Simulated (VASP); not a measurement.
# ScAlTlAs3 (P-6m2) in VASP: a series of runs

The runs below take ScAlTlAs3 through single point, relaxation of cell and atoms, with PBE.

Program: VASP 6.6.1. These are calculated values, not measurements. Logs are shortened: lines on timing, memory, paths and dates and some standing lists are left out, and cuts for length are marked.

### Step 1. The cell of the first run

Symmetry: P-6m2, No. 187, hexagonal system. The conventional cell has a = 6.597 Å, b = 6.597 Å, c = 3.732 Å, α = 90.00°, β = 90.00°, γ = 120.00°. Sc (site symmetry -6m2) has 6 As at 2.73 Å within 3.6 Å. Al (site symmetry -6m2) has 6 As at 2.61 Å within 3.4 Å. Within 4.9 Å of Tl (site symmetry -6m2) lie 2 Tl at 3.73 Å and 12 As at 3.79 Å and 3 Sc at 3.81 Å and 3 Al at 3.81 Å. As (site symmetry mm2) has 2 Al at 2.61 Å and 2 Sc at 2.73 Å and 2 As at 3.15 Å within 3.4 Å.

### Step 2. Single point, PBE

INCAR reads:

```
ALGO = Normal
EDIFF = 1E-7
ENCUT = 520
GGA = PE
ISIF = 2
ISMEAR = 0
LASPH = True
LCHARG = False
LREAL = False
LWAVE = False
NBANDS = 30
NELM = 80
PREC = Accurate
SIGMA = 0.1
```

KPOINTS reads:

```
k-points
0
Gamma
  6 6 10
```

POSCAR reads:

```
ScAlTlAs3
1.0
    6.5966302597      0.0000000000      0.0000000000
   -3.2983151298      5.7128493842      0.0000000000
    0.0000000000      0.0000000000      3.7324098827
Sc Al Tl As
1 1 1 3
Direct
    0.3333333333      0.6666666667      0.0000000000
    0.0000000000      0.0000000000      0.0000000000
    0.6666666667      0.3333333333      0.0000000000
    0.6814555365      0.8407277682      0.5000000000
    0.1592722318      0.8407277682      0.5000000000
    0.1592722318      0.3185444635      0.5000000000
```

Potentials or basis: VASP PAW PBE potentials, release 64 (Sc_sv, Al, Tl_d, As).

Command:

```
$ cat potpaw_PBE.64/Sc_sv/POTCAR potpaw_PBE.64/Al/POTCAR potpaw_PBE.64/Tl_d/POTCAR potpaw_PBE.64/As/POTCAR > POTCAR
$ mpirun -np 1 vasp_std > vasp.out
```

OUTCAR:

```text
EDIFF = 1E-7
   ENCUT = 520
   GGA = PE
   ISIF = 2
   ISMEAR = 0
   LASPH = True
   LREAL = False
   NELM = 80
   PREC = Accurate

 ion  position               nearest neighbor table
   1  0.333  0.667  0.000-   5 2.73   5 2.73   6 2.73   6 2.73   4 2.73   4 2.73
   2  0.000  0.000  0.000-   6 2.61   6 2.61   4 2.61   4 2.61   5 2.61   5 2.61
   3  0.667  0.333  0.000-
   4  0.681  0.841  0.500-   2 2.61   2 2.61   1 2.73   1 2.73
   5  0.159  0.841  0.500-   2 2.61   2 2.61   1 2.73   1 2.73
   6  0.159  0.319  0.500-   2 2.61   2 2.61   1 2.73   1 2.73

  LATTYP: Found a hexagonal cell.
 ALAT       =     6.5966302597
 C/A-ratio  =     0.5658055304

  Lattice vectors:

 A1 = (   6.5966302597,   0.0000000000,   0.0000000000)
 A2 = (  -3.2983151298,   5.7128493842,   0.0000000000)
 A3 = (   0.0000000000,   0.0000000000,   3.7324098827)

Analysis of symmetry for initial positions (statically):
=====================================================================
 Subroutine PRICEL returns:
 Original cell was already a primitive cell.

 Routine SETGRP: Setting up the symmetry group for a
 hexagonal supercell.

 Subroutine GETGRP returns: Found 12 space group operations
 (whereof 12 operations were pure point group operations)
 out of a pool of 24 trial point group operations.

The static configuration has the point symmetry D_3h.

Analysis of symmetry for dynamics (positions and initial velocities):
=====================================================================
 Subroutine PRICEL returns:
 Original cell was already a primitive cell.

 Routine SETGRP: Setting up the symmetry group for a
 hexagonal supercell.

 Subroutine GETGRP returns: Found 12 space group operations
 (whereof 12 operations were pure point group operations)
 out of a pool of 24 trial point group operations.

The dynamic configuration has the point symmetry D_3h.

 Subroutine INISYM returns: Found 12 space group operations
 (whereof 12 operations are pure point group operations),
 and found     1 'primitive' translations

----------------------------------------------------------------------------------------

                                     Primitive cell

  volume of cell :     140.6579

  direct lattice vectors                    reciprocal lattice vectors
     6.596630260  0.000000000  0.000000000     0.151592550  0.087521999  0.000000000
    -3.298315130  5.712849384  0.000000000     0.000000000  0.175043999  0.000000000
     0.000000000  0.000000000  3.732409883     0.000000000  0.000000000  0.267923414

  length of vectors
     6.596630260  6.596630260  3.732409883     0.175043999  0.175043999  0.267923414

  position of ions in fractional coordinates (direct lattice)
     0.333333333  0.666666667  0.000000000
     0.000000000  0.000000000  0.000000000
     0.666666667  0.333333333  0.000000000
     0.681455537  0.840727768  0.500000000
     0.159272232  0.840727768  0.500000000
     0.159272232  0.318544463  0.500000000

  ion indices of the primitive-cell ions
   primitive index   ion index
                 1           1
                 2           2
                 3           3
                 4           4
                 5           5
                 6           6

----------------------------------------------------------------------------------------

 KPOINTS: k-points

Automatic generation of k-mesh.
 Grid dimensions read from file:
 generate k-points for:    6    6   10

 Generating k-lattice:

  Cartesian coordinates                     Fractional coordinates (reciprocal lattice)
     0.025265425  0.014587000  0.000000000     0.166666667  0.000000000  0.000000000
     0.000000000  0.029174000  0.000000000     0.000000000  0.166666667  0.000000000
     0.000000000  0.000000000  0.026792341     0.000000000  0.000000000  0.100000000

  Length of vectors
     0.029174000  0.029174000  0.026792341

  Shift w.r.t. Gamma in fractional coordinates (k-lattice)
     0.000000000  0.000000000  0.000000000

 Subroutine IBZKPT returns following result:
 ===========================================

 Found     42 irreducible k-points:

 Following reciprocal coordinates:
            Coordinates               Weight
  0.000000  0.000000  0.000000      1.000000
  0.166667 -0.000000  0.000000      6.000000
  0.333333  0.000000  0.000000      6.000000
  0.500000 -0.000000  0.000000      3.000000
  0.166667  0.166667  0.000000      6.000000
  0.333333  0.166667  0.000000     12.000000
[... 16 lines left out ...]
  0.166667 -0.000000  0.300000     12.000000
  0.333333  0.000000  0.300000     12.000000
 [... further k-points ...]
   k-points           NKPTS =     42   k-points in BZ     NKDIM =     42   number of bands    NBANDS=     30
   number of dos      NEDOS =    301   number of ions     NIONS =      6
   total plane-waves  NPLWV =  70000
   dimension x,y,z NGX =    50 NGY =   50 NGZ =   28
   dimension x,y,z NGXF=   100 NGYF=  100 NGZF=   56
   ions per type =               1   1   1   3
   NGX,Y,Z   is equivalent  to a cutoff of  12.60, 12.60, 12.47 a.u.
   NGXF,Y,Z  is equivalent  to a cutoff of  25.20, 25.20, 24.94 a.u.
 SYSTEM =  unknown system
   PREC   = accura    normal or accurate (medium, high low for compatibility)
   ISTART =      0    job   : 0-new  1-cont  2-samecut
   ICHARG =      2    charge: 1-file 2-atom 10-const
   ISPIN  =      1    spin polarized calculation?
   LNONCOLLINEAR =      F non collinear calculations
   LSORBIT =      F    spin-orbit coupling
   LASPH  =      T    aspherical Exc in radial PAW
   ENCUT  =  520.0 eV  38.22 Ry    6.18 a.u.  12.27 12.27  6.94*2*pi/ulx,y,z
   NELM   =     80;   NELMIN=  2; NELMDL= -5     # of ELM steps
   EDIFF  = 0.1E-06   stopping-criterion for ELM
   LREAL  =      F    real-space projection
   EDIFFG = 0.1E-05   stopping-criterion for IOM
   NSW    =      0    number of steps for IOM
   IBRION =     -1    ionic relax: 0-MD 1-quasi-New 2-CG
   NFREE  =      0    steps in history (QN), initial steepest desc. (CG)
   ISIF   =      2    stress and relaxation
   ISYM   =      2    0-nonsym 1-usesym 2-fastsym
   POTIM  = 0.5000    time-step for ionic-motion
   TEBEG  =    0.0;   TEEND  =   0.0 temperature during run
   PSTRESS=    0.0 pullay stress
   NELECT =      42.0000    total number of electrons
   NUPDOWN=      -1.0000    fix difference up-down
   EMIN   =  10.00;   EMAX   =-10.00  energy-range for DOS
   EFERMI =   0.00;   METHOD = LEGACY
   ISMEAR =     0;   SIGMA  =   0.10  broadening in eV -4-tet -1-fermi 0-gaus
   EFERMI_NEDOS =   21; number of points for ismear=-14 and -15
   IALGO  =     38    algorithm
   IMIX   =      4    mixing-type and parameters
     AMIX     =   0.40;   BMIX     =  1.00
     AMIX_MAG =   1.60;   BMIX_MAG =  1.00
  volume/ion in A,a.u.               =      23.44       158.20
  Fermi-wavevector in a.u.,A,eV,Ry     =   1.094216  2.067769 16.290382  1.197309
  Thomas-Fermi vector in A             =   2.230517
   LORBIT       =      0    0 simple, 1 ext, 2 COOP (PROOUT), +10 PAW based schemes
   GGA     = PE    functional components
   LHFCALC =     F    Hartree Fock is set to
   AEXX    =    0.0000 exact exchange contribution
   IVDW    =     0    specifies the selected vdW correction
   LEPSILON=     F    determine dielectric tensor
   LRPA    =     F    only Hartree local field effects (RPA)
 non-spin polarized calculation
 Gauss-broadening in eV      SIGMA  =   0.10
  energy-cutoff  :      520.00
  volume of cell :      140.66
 maximum number of plane-waves:      3842
 NGX is ok and might be reduce to    50
   NGX = 25   NGY = 25   NGZ = 13

 number of electron      42.0000004 magnetization

 Free energy of the ion-electron system (eV)
  ---------------------------------------------------
  ext. energy  EPLUGINS =         0.00000000
  ---------------------------------------------------
  free energy    TOTEN  =       -27.60792009 eV

  energy without entropy =      -27.59614909  energy(sigma->0) =      -27.60203459

 E-fermi :   5.1646     XC(G=0):  -9.7487

 val. band max:        5.1374828754   @ k =   0.0000   0.0000   0.4000
 cond. band min:       5.1836337645   @ k =   0.3333   0.3333   0.5000
 fundamental gap:      0.0461508891
 Fermi energy:         5.1646402898

 k-point     1 :       0.0000    0.0000    0.0000
  band No.  band energies     occupation
      1     -44.5496      2.00000
      2     -23.2476      2.00000
      3     -23.2476      2.00000
      4     -23.1378      2.00000
      5      -7.6131      2.00000
      6      -6.5591      2.00000
[... 22 lines left out ...]
     29       9.2545      0.00000
     30       9.2545      0.00000

 k-point     2 :       0.1667   -0.0000    0.0000
  band No.  band energies     occupation
      1     -44.5496      2.00000
      2     -23.2476      2.00000
      3     -23.2476      2.00000
      4     -23.1377      2.00000
      5      -7.5371      2.00000
      6      -6.5596      2.00000
[... 22 lines left out ...]
     29       8.5980      0.00000
     30       8.9912      0.00000

 k-point     3 :       0.3333    0.0000    0.0000
  band No.  band energies     occupation
      1     -44.5496      2.00000
      2     -23.2477      2.00000
      3     -23.2476      2.00000
      4     -23.1377      2.00000
      5      -7.3475      2.00000
      6      -6.5616      2.00000
[... 22 lines left out ...]
     29       8.3837      0.00000
     30       8.7735      0.00000

 k-point     4 :       0.5000   -0.0000    0.0000
  band No.  band energies     occupation
      1     -44.5496      2.00000
      2     -23.2477      2.00000
      3     -23.2476      2.00000
      4     -23.1377      2.00000
      5      -7.2178      2.00000
      6      -6.5642      2.00000
[... 22 lines left out ...]
     29       8.4085      0.00000
     30       8.7083      0.00000

 k-point     5 :       0.1667    0.1667    0.0000
  band No.  band energies     occupation
      1     -44.5496      2.00000
      2     -23.2477      2.00000
      3     -23.2476      2.00000
      4     -23.1377      2.00000
      5      -7.4022      2.00000
      6      -6.5608      2.00000
[... 22 lines left out ...]
     29       8.3763      0.00000
     30       8.6442      0.00000
[... 526 lines left out ...]
     29       8.5605      0.00000
     30       8.9693      0.00000

 k-point    22 :       0.0000    0.0000    0.3000
  band No.  band energies     occupation
      1     -44.5467      2.00000
      2     -23.2401      2.00000
      3     -23.2401      2.00000
      4     -23.1889      2.00000
      5      -6.9752      2.00000
      6      -6.4241      2.00000
[... 22 lines left out ...]
     29       7.6829      0.00000
     30       9.0423      0.00000

 k-point    23 :       0.1667   -0.0000    0.3000
  band No.  band energies     occupation
      1     -44.5467      2.00000
      2     -23.2401      2.00000
      3     -23.2401      2.00000
      4     -23.1889      2.00000
      5      -6.9216      2.00000
      6      -6.4275      2.00000
[... 22 lines left out ...]
     29       8.0349      0.00000
     30       9.0127      0.00000

 k-point    24 :       0.3333    0.0000    0.3000
  band No.  band energies     occupation
      1     -44.5467      2.00000
      2     -23.2402      2.00000
      3     -23.2401      2.00000
      4     -23.1889      2.00000
      5      -6.8034      2.00000
      6      -6.4319      2.00000
[... 22 lines left out ...]
     29       8.1105      0.00000
     30       8.9765      0.00000

 [... further k-points ...]

------------------------ aborting loop because EDIFF is reached ----------------------------------------

  FORCE on cell =-STRESS in cart. coord.  units (eV):
  Direction    XX          YY          ZZ          XY          YZ          ZX
  --------------------------------------------------------------------------------------
  -------------------------------------------------------------------------------------
  Total        0.0625371      0.0625371      0.1570740      0.0000000      0.0000000      0.0000000
  in kB        0.7123342      0.7123342      1.7891663      0.0000000      0.0000000      0.0000000
  external PRESSURE =       1.0712782 kB  Pullay stress =       0.0000000 kB

 VOLUME and BASIS-vectors are now :
 -----------------------------------------------------------------------------
  energy-cutoff  :      520.00
  volume of cell :      140.66
      direct lattice vectors                 reciprocal lattice vectors
     6.596630260  0.000000000  0.000000000     0.151592550  0.087521999  0.000000000
    -3.298315130  5.712849384  0.000000000     0.000000000  0.175043999  0.000000000
     0.000000000  0.000000000  3.732409883     0.000000000  0.000000000  0.267923414

 POSITION                                       TOTAL-FORCE (eV/Angst)
 -----------------------------------------------------------------------------------
     -0.00000      3.80857      0.00000        -0.000000      0.000000      0.000000
      0.00000      0.00000      0.00000        -0.000000      0.000000      0.000000
      3.29832      1.90428      0.00000        -0.000000      0.000000      0.000000
      1.72233      4.80295      1.86620         0.003951      0.002281     -0.000000
     -1.72233      4.80295      1.86620        -0.003951      0.002281     -0.000000
      0.00000      1.81980      1.86620        -0.000000     -0.004562      0.000000
 -----------------------------------------------------------------------------------
    total drift:                               -0.000000      0.000000      0.000000

  FREE ENERGIE OF THE ION-ELECTRON SYSTEM (eV)
  ---------------------------------------------------
  free  energy   TOTEN  =       -27.6079200917 eV

  energy  without entropy=      -27.5961490859  energy(sigma->0) =      -27.60203459
```

Wall time 2.3 min (1 thread of AMD EPYC 9R45 (Zen 5), shared host); peak memory 0.35 GiB.

What came out:

```yaml
Free_energy: -27.6079 eV
Pressure: 0.1 GPa
Largest_force: 0.005 eV/Å
Band_gap_on_the_k_mesh: zero (band 21 reaches 5.38 eV, above the bottom of band 22 at 4.55 eV)
```

Forces in eV/Å, atoms in the order of the input:
```
Sc   0.000  0.000  0.000
Al   0.000  0.000  0.000
Tl   0.000  0.000  0.000
As   0.004  0.002  0.000
As  -0.004  0.002  0.000
As   0.000 -0.005  0.000
```

Levels at points of the mesh, in eV from the Fermi level:
| k point | band 17 | band 18 | band 19 | band 20 | band 21 | band 22 | band 23 | band 24 | band 25 | band 26 |
| --- | --- | --- | --- | --- | --- | --- | --- | --- | --- | --- |
| (0.00, 0.00, 0.00) | -2.03 | -0.92 | -0.92 | 0.19 | 0.19 | 0.65 | 1.12 | 1.15 | 2.41 | 2.41 |
| (0.50, 0.00, 0.00) | -2.15 | -1.86 | -1.40 | -0.94 | -0.45 | 0.17 | 0.74 | 1.43 | 1.81 | 1.93 |
| (0.00, 0.00, 0.50) | -3.88 | -3.04 | -3.04 | -0.28 | 0.04 | 0.06 | 0.06 | 0.86 | 0.86 | 1.78 |
| (0.50, 0.00, 0.50) | -3.98 | -2.57 | -1.79 | -1.65 | -1.00 | 0.43 | 0.78 | 1.30 | 1.51 | 1.62 |

Caveat: spin-orbit coupling is left out, which moves the levels of the heavy elements.

### Step 3. Single point, PBE

INCAR reads:

```
SYSTEM = ScAlTlAs3
  ALGO = Normal
  EDIFF = 1E-6
  ENCUT = 520
  GGA = PE
  ISIF = 2
  ISMEAR = 0
  LASPH = .True.
  LCHARG = .True.
  LELF = .True.
  LREAL = .False.
  LVHAR = .True.
  LWAVE = .False.
  NBANDS = 30
  NELM = 80
  PREC = Accurate
  SIGMA = 0.1
```

KPOINTS reads:

```
k-points
0
Gamma
  6 6 10
  0 0 0
```

POSCAR is that of step 2.

Potentials or basis: VASP PAW PBE potentials, release 64 (Sc_sv, Al, Tl_d, As).

Command:

```
$ cat potpaw_PBE.64/Sc_sv/POTCAR potpaw_PBE.64/Al/POTCAR potpaw_PBE.64/Tl_d/POTCAR potpaw_PBE.64/As/POTCAR > POTCAR
$ mpirun -np 1 vasp_std > vasp.out
```

It took 2 min on 1 thread of AMD EPYC 9R45 (Zen 5), shared host; peak memory 0.35 GiB.

It converged, with:

| Quantity | Value |
| --- | --- |
| Free energy | -27.6079 eV |
| Pressure | 0.1 GPa |
| Largest force | 0.004 eV/Å |
| Band gap on the k mesh | zero (band 21 reaches 5.38 eV, above the bottom of band 22 at 4.55 eV) |

Forces on the atoms (eV/Å):
```
Sc   0.000  0.000  0.000
Al   0.000  0.000  0.000
Tl   0.000  0.000  0.000
As   0.004  0.002  0.000
As  -0.004  0.002  0.000
As   0.000 -0.004  0.000
```

Stress tensor (GPa, compression positive):
```
0.07 0.00 0.00
0.00 0.07 0.00
0.00 0.00 0.18
```

Levels at points of the mesh, in eV from the Fermi level:
```tsv
k point	band 19	band 20	band 21	band 22	band 23	band 24
(0.00, 0.00, 0.00)	-0.92	0.19	0.19	0.65	1.12	1.15
(0.50, 0.00, 0.00)	-1.40	-0.94	-0.45	0.17	0.74	1.43
(0.00, 0.00, 0.50)	-3.04	-0.28	0.04	0.06	0.06	0.86
(0.50, 0.00, 0.50)	-1.79	-1.65	-1.00	0.43	0.78	1.30
```

Caveat: spin-orbit coupling is left out, which moves the levels of the heavy elements.

### Step 4. Relaxation of cell and atoms, PBE

INCAR reads:

```
SYSTEM = ScAlTlAs3
  PREC = Accurate
  ENCUT = 600
  EDIFF = 1E-7
  ISMEAR = 0
  SIGMA = 0.1
  LREAL = .False.
  LASPH = .True.
  NELM = 100
  ALGO = Normal
  ISIF = 3
  LWAVE = .False.
  LCHARG = .False.
  GGA = PE
  IBRION = 2
  NSW = 90
  EDIFFG = -0.04
```

KPOINTS reads:

```
Automatic mesh
0
Gamma
  3 3 6
  0 0 0
```

POSCAR reads:

```
ScAlTlAs3
1.0
    6.5994140478      0.0000000000      0.0000000000
   -3.2997070239      5.7152602155      0.0000000000
    0.0000000000      0.0000000000      3.7309267078
Sc Al Tl As
1 1 1 3
Direct
    0.3333333333      0.6666666667      0.0000000000
    0.0000000000      0.0000000000      0.0000000000
    0.6666666667      0.3333333333      0.0000000000
    0.6801811545      0.8400905773      0.5000000000
    0.1599094227      0.8400905773      0.5000000000
    0.1599094227      0.3198188455      0.5000000000
```

Command:

```
$ cat potpaw_PBE.64/Sc_sv/POTCAR potpaw_PBE.64/Al/POTCAR potpaw_PBE.64/Tl_d/POTCAR potpaw_PBE.64/As/POTCAR > POTCAR
$ mpirun -np 1 vasp_std > vasp.out
```

It took 50 s on 1 thread of AMD EPYC 9R45 (Zen 5), shared host; peak memory 0.29 GiB.

Results (log left out):

- Free energy: -27.7210 eV
- Pressure after relaxing: 0.1 GPa
- Largest force after relaxing: 0.036 eV/Å
- Band gap on the k mesh: zero (band 21 reaches 5.32 eV, above the bottom of band 22 at 4.72 eV)

Forces in eV/Å, atoms in the order of the input:
```
Sc   0.000  0.000  0.000
Al   0.000  0.000  0.000
Tl   0.000  0.000  0.000
As   0.031  0.018  0.000
As  -0.031  0.018  0.000
As   0.000 -0.036  0.000
```

Stress tensor (GPa, compression positive):
```
0.14 0.00 0.00
0.00 0.14 0.00
0.00 0.00 0.06
```

Final structure:
```xyz
6
Lattice="6.5994 0.0000 0.0000 -3.2997 5.7153 0.0000 0.0000 0.0000 3.7309" Properties=species:S:1:pos:R:3 pbc="T T T"
Sc    0.0000    3.8102    0.0000
Al    0.0000    0.0000    0.0000
Tl    3.2997    1.9051    0.0000
As    1.7167    4.8013    1.8655
As   -1.7167    4.8013    1.8655
As    0.0000    1.8278    1.8655
```

Levels at points of the mesh, in eV from the Fermi level:
| k point | band 19 | band 20 | band 21 | band 22 | band 23 | band 24 |
| --- | --- | --- | --- | --- | --- | --- |
| (0.00, 0.00, 0.00) | -0.87 | 0.24 | 0.24 | 0.69 | 1.22 | 1.23 |
| (0.00, 0.00, 0.50) | -2.93 | -0.19 | 0.07 | 0.11 | 0.11 | 0.93 |

Caveat: the k points lie up to 0.37 Å⁻¹ apart in the final cell; the relaxation stopped at its first step, so nothing moved; spin-orbit coupling is left out, which moves the levels of the heavy elements.

(Part 1 of 2 ends here.)
